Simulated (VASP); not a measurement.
# Nb (I4/mmm) in VASP: a series of runs

Nb is run at these levels: LDA; tasks: single point.

All numbers are computed with VASP 6.6.1; they aren't measurements. Logs are shortened: lines on timing, memory, paths and dates and some standing lists are left out, and cuts for length are marked.

### 1 The cell of the first run

It takes space group I4/mmm (No. 139, tetragonal). Conventional cell: a = 2.665 Å, b = 2.665 Å, c = 5.329 Å, α = 90.00°, β = 90.00°, γ = 90.00°. Nb (site symmetry 4/mmm) has 12 Nb at 2.66 to 3.26 Å within 3.5 Å.

### 2 Single point, LDA

Contents of INCAR:

```
PREC = Accurate ; ENCUT = 520
EDIFF = 1E-7 ; ISMEAR = 0
SIGMA = 0.15 ; LREAL = F
LASPH = T ; NELM = 80
ALGO = Fast ; ISIF = 2
LWAVE = F ; LCHARG = F
GGA = CA ; NBANDS = 12
```

Contents of KPOINTS:

```
Automatic mesh
0
Gamma
  22 22 22
```

Contents of POSCAR:

```
Nb
1.0
    0.0000000000      1.8843456462      2.6644647437
    1.8843456462      0.0000000000      2.6644647437
    1.8843456462      1.8843456462      0.0000000000
Nb
1
Direct
    0.0000000000      0.0000000000      0.0000000000
```

Potentials or basis: VASP PAW LDA potentials, release 64 (Nb_sv).

On the command line:

```sh
cat potpaw_LDA.64/Nb_sv/POTCAR > POTCAR
mpirun -np 1 vasp_std > vasp.out
```

OUTCAR:

```text
PREC = Accurate
   ENCUT = 520
   EDIFF = 1E-7
   ISMEAR = 0
   LREAL = F
   LASPH = T
   NELM = 80
   ISIF = 2
   GGA = CA

 ion  position               nearest neighbor table
   1  0.000  0.000  0.000-

  LATTYP: Found a body centered tetragonal cell.
 ALAT       =     2.6648671691
 C/A-ratio  =     1.9996979772

  Lattice vectors:

 A1 = (  -1.8843456462,   0.0000000000,   2.6644647437)
 A2 = (   1.8843456462,   0.0000000000,   2.6644647437)
 A3 = (   0.0000000000,   1.8843456462,  -2.6644647437)

Analysis of symmetry for initial positions (statically):
=====================================================================
 Subroutine PRICEL returns:
 Original cell was already a primitive cell.

 Routine SETGRP: Setting up the symmetry group for a
 body centered tetragonal supercell.

 Subroutine GETGRP returns: Found 16 space group operations
 (whereof 16 operations were pure point group operations)
 out of a pool of 16 trial point group operations.

The static configuration has the point symmetry D_4h.

Analysis of symmetry for dynamics (positions and initial velocities):
=====================================================================
 Subroutine PRICEL returns:
 Original cell was already a primitive cell.

 Routine SETGRP: Setting up the symmetry group for a
 body centered tetragonal supercell.

 Subroutine GETGRP returns: Found 16 space group operations
 (whereof 16 operations were pure point group operations)
 out of a pool of 16 trial point group operations.

The dynamic configuration has the point symmetry D_4h.

 Subroutine INISYM returns: Found 16 space group operations
 (whereof 16 operations are pure point group operations),
 and found     1 'primitive' translations

----------------------------------------------------------------------------------------

                                     Primitive cell

  volume of cell :      18.9217

  direct lattice vectors                    reciprocal lattice vectors
     0.000000000  1.884345646  2.664464744    -0.265344100  0.265344100  0.187654951
     1.884345646  0.000000000  2.664464744     0.265344100 -0.265344100  0.187654951
     1.884345646  1.884345646  0.000000000     0.265344100  0.265344100 -0.187654951

  length of vectors
     3.263453828  3.263453828  2.664867169     0.419558534  0.419558534  0.419558534

  position of ions in fractional coordinates (direct lattice)
     0.000000000  0.000000000  0.000000000

  ion indices of the primitive-cell ions
[... 82 lines left out ...]
   POTIM  = 0.5000    time-step for ionic-motion
   TEBEG  =    0.0;   TEEND  =   0.0 temperature during run
   PSTRESS=    0.0 pullay stress
   NELECT =      13.0000    total number of electrons
   NUPDOWN=      -1.0000    fix difference up-down
   EMIN   =  10.00;   EMAX   =-10.00  energy-range for DOS
   EFERMI =   0.00;   METHOD = LEGACY
   ISMEAR =     0;   SIGMA  =   0.15  broadening in eV -4-tet -1-fermi 0-gaus
   EFERMI_NEDOS =   21; number of points for ismear=-14 and -15
   IALGO  =     68    algorithm
   IMIX   =      4    mixing-type and parameters
     AMIX     =   0.40;   BMIX     =  1.00
     AMIX_MAG =   1.60;   BMIX_MAG =  1.00
  volume/ion in A,a.u.               =      18.92       127.69
  Fermi-wavevector in a.u.,A,eV,Ry     =   1.444560  2.729823 28.392005  2.086754
  Thomas-Fermi vector in A             =   2.562841
   LORBIT       =      0    0 simple, 1 ext, 2 COOP (PROOUT), +10 PAW based schemes
   GGA     = CA    functional components
   LHFCALC =     F    Hartree Fock is set to
   AEXX    =    0.0000 exact exchange contribution
   IVDW    =     0    specifies the selected vdW correction
   LEPSILON=     F    determine dielectric tensor
   LRPA    =     F    only Hartree local field effects (RPA)
 non-spin polarized calculation
 RMM-DIIS sequential band-by-band and
 Gauss-broadening in eV      SIGMA  =   0.15
  energy-cutoff  :      520.00
  volume of cell :       18.92
 maximum number of plane-waves:       521
   NGX = 13   NGY = 13   NGZ =  9

 number of electron      13.0000000 magnetization

 Free energy of the ion-electron system (eV)
  ---------------------------------------------------
  ext. energy  EPLUGINS =         0.00000000
  ---------------------------------------------------
  free energy    TOTEN  =       -10.98105329 eV

  energy without entropy =      -10.96799746  energy(sigma->0) =      -10.97452537

 E-fermi :  10.4723     XC(G=0): -12.4187

 val. band max:       10.4707633856   @ k =  -0.0455   0.1818   0.1364
 cond. band min:      10.4734970226   @ k =   0.5000   0.4091   0.0000
 fundamental gap:      0.0027336371
 Fermi energy:        10.4722942829

 k-point     1 :       0.0000    0.0000    0.0000
  band No.  band energies     occupation
      1     -43.9003      2.00000
      2     -19.6844      2.00000
      3     -19.1388      2.00000
      4     -19.1388      2.00000
      5       4.5719      2.00000
      6       8.3834      2.00000
      7       9.8409      2.00000
      8      12.8081      0.00000
      9      12.8081      0.00000
     10      15.8686      0.00000
     11      22.6286      0.00000
     12      24.0320      0.00000
[... 331 lines left out ...]
 k-point    24 :      -0.4545    0.0455    0.0000
  band No.  band energies     occupation
      1     -43.6245      2.00000
      2     -20.8926      2.00000
      3     -19.7867      2.00000
      4     -19.0297      2.00000
      5       6.9459      2.00000
      6       9.0573      2.00000
      7      12.1317      0.00000
      8      12.4690      0.00000
      9      14.8923      0.00000
     10      15.2755      0.00000
     11      21.2633      0.00000
     12      22.0671      0.00000

 [... further k-points ...]

------------------------ aborting loop because EDIFF is reached ----------------------------------------

  FORCE on cell =-STRESS in cart. coord.  units (eV):
  Direction    XX          YY          ZZ          XY          YZ          ZX
  --------------------------------------------------------------------------------------
  -------------------------------------------------------------------------------------
  Total       -0.6681487     -0.6681487     -2.5761059      0.0000000      0.0000000     -0.0000000
  in kB      -56.5747407    -56.5747407   -218.1288852      0.0000000      0.0000000     -0.0000000
  external PRESSURE =    -110.4261222 kB  Pullay stress =       0.0000000 kB

 VOLUME and BASIS-vectors are now :
 -----------------------------------------------------------------------------
  energy-cutoff  :      520.00
  volume of cell :       18.92
      direct lattice vectors                 reciprocal lattice vectors
     0.000000000  1.884345646  2.664464744    -0.265344100  0.265344100  0.187654951
     1.884345646  0.000000000  2.664464744     0.265344100 -0.265344100  0.187654951
     1.884345646  1.884345646  0.000000000     0.265344100  0.265344100 -0.187654951

 POSITION                                       TOTAL-FORCE (eV/Angst)
 -----------------------------------------------------------------------------------
      0.00000      0.00000      0.00000        -0.000000      0.000000      0.000000
 -----------------------------------------------------------------------------------
    total drift:                               -0.000000      0.000000     -0.000000

  FREE ENERGIE OF THE ION-ELECTRON SYSTEM (eV)
  ---------------------------------------------------
  free  energy   TOTEN  =       -10.9810532925 eV

  energy  without entropy=      -10.9679974564  energy(sigma->0) =      -10.97452537
```

OSZICAR:

```text
N       E                     dE             d eps       ncg     rms          rms(c)
DAV:   1     0.122889667801E+03    0.12289E+03   -0.71714E+03 20128   0.108E+03
DAV:   2    -0.570149825845E+01   -0.12859E+03   -0.12319E+03 21960   0.408E+02
DAV:   3    -0.110879147466E+02   -0.53864E+01   -0.51074E+01 30044   0.745E+01
[... 21 lines left out ...]
RMM:  25    -0.109810527685E+02   -0.27928E-06   -0.27938E-06 19532   0.535E-03    0.249E-04
RMM:  26    -0.109810529781E+02   -0.20961E-06   -0.20487E-06 17625   0.415E-03    0.139E-04
RMM:  27    -0.109810531167E+02   -0.13858E-06   -0.13352E-06 17211   0.355E-03    0.188E-04
RMM:  28    -0.109810532217E+02   -0.10494E-06   -0.99247E-07 17351   0.310E-03    0.924E-05
RMM:  29    -0.109810532925E+02   -0.70835E-07   -0.64908E-07 17393   0.313E-03
   1 F= -.10981053E+02 E0= -.10974525E+02  d E =-.130558E-01
```

stdout:

```text
POSCAR found type information on POSCAR Nb
 POSCAR found :  1 types and       1 ions
 scaLAPACK will be used
 LDA part: xc-table for (Slater(with rela. corr.)+CA(PZ))
 , standard interpolation
 POSCAR, INCAR and KPOINTS ok, starting setup
 FFT: planning ... GRIDC
 FFT: planning ... GRID_SOFT
 FFT: planning ... GRID
 WAVECAR not read
 entering main loop
WARNING in EDDRMM: call to ZHEGV failed, returncode =   6  3     11
WARNING in EDDRMM: call to ZHEGV failed, returncode =   6  3     11
WARNING in EDDRMM: call to ZHEGV failed, returncode =   6  3     11
WARNING in EDDRMM: call to ZHEGV failed, returncode =   6  3      7
WARNING in EDDRMM: call to ZHEGV failed, returncode =   6  3      8
WARNING in EDDRMM: call to ZHEGV failed, returncode =   8  4     12
WARNING in EDDRMM: call to ZHEGV failed, returncode =   8  4      5
WARNING in EDDRMM: call to ZHEGV failed, returncode =   8  4      9
WARNING in EDDRMM: call to ZHEGV failed, returncode =   8  4     12
WARNING in EDDRMM: call to ZHEGV failed, returncode =   8  4      9
[... 14 lines left out ...]
WARNING in EDDRMM: call to ZHEGV failed, returncode =   6  3     11
WARNING in EDDRMM: call to ZHEGV failed, returncode =   8  4     11
WARNING in EDDRMM: call to ZHEGV failed, returncode =   6  3     12
WARNING in EDDRMM: call to ZHEGV failed, returncode =   8  4     10
WARNING in EDDRMM: call to ZHEGV failed, returncode =   8  4      6
WARNING in EDDRMM: call to ZHEGV failed, returncode =   6  3     12
WARNING in EDDRMM: call to ZHEGV failed, returncode =   6  3     11
WARNING in EDDRMM: call to ZHEGV failed, returncode =   8  4      7
WARNING in EDDRMM: call to ZHEGV failed, returncode =   6  3     10
WARNING in EDDRMM: call to ZHEGV failed, returncode =   6  3      7
```

It took 3 min on 1 thread of Intel Xeon Platinum 8488C (Sapphire Rapids), shared host; peak memory 0.28 GiB.

What came out:

| Quantity | Value |
| --- | --- |
| Free energy | -10.9811 eV |
| Pressure | -11.0 GPa |

Levels at points of the mesh, in eV from the Fermi level:
| k point | band 5 | band 6 | band 7 | band 8 | band 9 | band 10 |
| --- | --- | --- | --- | --- | --- | --- |
| (0.00, 0.00, 0.00) | -5.90 | -2.09 | -0.63 | 2.34 | 2.34 | 5.40 |
| (0.50, 0.00, 0.00) | -3.58 | -1.41 | 1.92 | 1.98 | 4.44 | 4.54 |
| (0.50, 0.50, 0.00) | -3.75 | -3.04 | 0.50 | 4.98 | 4.98 | 5.76 |
| (0.50, 0.00, 0.50) | -4.13 | -2.59 | 2.42 | 3.58 | 6.04 | 7.95 |

### 3 Single point, LDA

This run uses another cell than the first one, of the same volume but with other edges.

Contents of INCAR:

```
ALGO = Fast
EDIFF = 1E-7
ENCUT = 520
ISIF = 2
ISMEAR = 0
LASPH = T
LCHARG = F
LREAL = F
LWAVE = F
NBANDS = 12
NELM = 100
PREC = Accurate
SIGMA = 0.15
```

Contents of KPOINTS:

```
k-points
0
Gamma
  22 22 22
```

Contents of POSCAR:

```
Nb
1.0
    0.0000000000      2.2327361110      1.8978256944
    2.2327361110      0.0000000000      1.8978256944
    2.2327361110      2.2327361110      0.0000000000
Nb
1
Direct
    0.0000000000      0.0000000000      0.0000000000
```

Potentials or basis: VASP PAW LDA potentials, release 64 (Nb_sv).

On the command line:

```sh
cat potpaw_LDA.64/Nb_sv/POTCAR > POTCAR
mpirun -np 1 vasp_std > vasp.out
```

OUTCAR:

```text
EDIFF = 1E-7
   ENCUT = 520
   ISIF = 2
   ISMEAR = 0
   LASPH = T
   LREAL = F
   NELM = 100
   PREC = Accurate

 ion  position               nearest neighbor table
   1  0.000  0.000  0.000-

  LATTYP: Found a body centered tetragonal cell.
 ALAT       =     3.1575656894
 C/A-ratio  =     1.2020815280

  Lattice vectors:

 A1 = (   0.0000000000,  -2.2327361110,  -1.8978256944)
 A2 = (   0.0000000000,   2.2327361110,  -1.8978256944)
 A3 = (   2.2327361110,   0.0000000000,   1.8978256944)

Analysis of symmetry for initial positions (statically):
=====================================================================
 Subroutine PRICEL returns:
 Original cell was already a primitive cell.

 Routine SETGRP: Setting up the symmetry group for a
 body centered tetragonal supercell.

 Subroutine GETGRP returns: Found 16 space group operations
 (whereof 16 operations were pure point group operations)
 out of a pool of 16 trial point group operations.

The static configuration has the point symmetry D_4h.

Analysis of symmetry for dynamics (positions and initial velocities):
=====================================================================
 Subroutine PRICEL returns:
 Original cell was already a primitive cell.

 Routine SETGRP: Setting up the symmetry group for a
 body centered tetragonal supercell.

 Subroutine GETGRP returns: Found 16 space group operations
 (whereof 16 operations were pure point group operations)
 out of a pool of 16 trial point group operations.

The dynamic configuration has the point symmetry D_4h.

 Subroutine INISYM returns: Found 16 space group operations
 (whereof 16 operations are pure point group operations),
 and found     1 'primitive' translations

----------------------------------------------------------------------------------------

                                     Primitive cell
[... 114 lines left out ...]
   GGA     = CA    functional components
   LHFCALC =     F    Hartree Fock is set to
   AEXX    =    0.0000 exact exchange contribution
   IVDW    =     0    specifies the selected vdW correction
   LEPSILON=     F    determine dielectric tensor
   LRPA    =     F    only Hartree local field effects (RPA)
 non-spin polarized calculation
 RMM-DIIS sequential band-by-band and
 Gauss-broadening in eV      SIGMA  =   0.15
  energy-cutoff  :      520.00
  volume of cell :       18.92
 maximum number of plane-waves:       531
 NGX is ok and might be reduce to    24

 number of electron      13.0000001 magnetization

 Free energy of the ion-electron system (eV)
  ---------------------------------------------------
  ext. energy  EPLUGINS =         0.00000000
  ---------------------------------------------------
  free energy    TOTEN  =       -11.03277742 eV

  energy without entropy =      -11.01492232  energy(sigma->0) =      -11.02384987

 E-fermi :  10.4680     XC(G=0): -12.4629

 val. band max:       10.4616845955   @ k =   0.0909   0.0455   0.0000
 cond. band min:      10.4687401531   @ k =  -0.1818  -0.0000   0.0909
 fundamental gap:      0.0070555575
 Fermi energy:        10.4679879687

 k-point     1 :       0.0000    0.0000    0.0000
  band No.  band energies     occupation
      1     -43.8160      2.00000
      2     -19.3696      2.00000
      3     -19.3676      2.00000
      4     -19.3676      2.00000
      5       4.4833      2.00000
      6      10.3919      1.52685
      7      10.3919      1.52685
      8      12.0212      0.00000
      9      12.0373      0.00000
     10      14.0216      0.00000
     11      22.9225      0.00000
     12      25.7147      0.00000
[... 331 lines left out ...]
 k-point    24 :      -0.4545    0.0455    0.0000
  band No.  band energies     occupation
      1     -43.6191      2.00000
      2     -20.5360      2.00000
      3     -19.6457      2.00000
      4     -19.4262      2.00000
      5       6.9102      2.00000
      6       9.6954      2.00000
      7      11.3209      0.00000
      8      12.2064      0.00000
      9      14.8297      0.00000
     10      15.6731      0.00000
     11      21.2245      0.00000
     12      22.3914      0.00000

 [... further k-points ...]

------------------------ aborting loop because EDIFF is reached ----------------------------------------

  FORCE on cell =-STRESS in cart. coord.  units (eV):
  Direction    XX          YY          ZZ          XY          YZ          ZX
  --------------------------------------------------------------------------------------
  -------------------------------------------------------------------------------------
  Total       -0.9279198     -0.9279198     -2.9777633      0.0000000      0.0000000     -0.0000000
  in kB      -78.5705747    -78.5705747   -252.1387761      0.0000000      0.0000000     -0.0000000
  external PRESSURE =    -136.4266418 kB  Pullay stress =       0.0000000 kB

 VOLUME and BASIS-vectors are now :
 -----------------------------------------------------------------------------
  energy-cutoff  :      520.00
  volume of cell :       18.92
      direct lattice vectors                 reciprocal lattice vectors
     0.000000000  2.232736111  1.897825694    -0.223940482  0.223940482  0.263459390
     2.232736111  0.000000000  1.897825694     0.223940482 -0.223940482  0.263459390
     2.232736111  2.232736111  0.000000000     0.223940482  0.223940482 -0.263459390

 POSITION                                       TOTAL-FORCE (eV/Angst)
 -----------------------------------------------------------------------------------
      0.00000      0.00000      0.00000         0.000000     -0.000000      0.000000
 -----------------------------------------------------------------------------------
    total drift:                                0.000000     -0.000000     -0.000000

  FREE ENERGIE OF THE ION-ELECTRON SYSTEM (eV)
  ---------------------------------------------------
  free  energy   TOTEN  =       -11.0327774193 eV

  energy  without entropy=      -11.0149223235  energy(sigma->0) =      -11.02384987
```

OSZICAR:

```text
N       E                     dE             d eps       ncg     rms          rms(c)
DAV:   1     0.121296614363E+03    0.12130E+03   -0.71455E+03 20104   0.108E+03
DAV:   2    -0.601284959509E+01   -0.12731E+03   -0.12259E+03 21860   0.408E+02
DAV:   3    -0.112300541641E+02   -0.52172E+01   -0.49482E+01 30104   0.728E+01
[... 20 lines left out ...]
RMM:  24    -0.110327767391E+02   -0.50463E-06   -0.51236E-06 20048   0.666E-03    0.182E-03
RMM:  25    -0.110327769947E+02   -0.25556E-06   -0.26942E-06 19337   0.496E-03    0.141E-03
RMM:  26    -0.110327772034E+02   -0.20873E-06   -0.21986E-06 18583   0.434E-03    0.944E-04
RMM:  27    -0.110327773241E+02   -0.12067E-06   -0.12199E-06 17974   0.387E-03    0.653E-04
RMM:  28    -0.110327774193E+02   -0.95187E-07   -0.97111E-07 17451   0.368E-03
   1 F= -.11032777E+02 E0= -.11023850E+02  d E =-.178551E-01
```

Run time: 3.3 min. Hardware: 1 thread of Intel Xeon Platinum 8488C (Sapphire Rapids), shared host; peak memory 0.29 GiB.

What came out:

* Free energy: -11.0328 eV
* Pressure: -13.6 GPa

Stress tensor (GPa, compression positive):
```
 -7.86   0.00   0.00
  0.00  -7.86   0.00
  0.00   0.00 -25.21
```

(Part 1 of 2 ends here.)
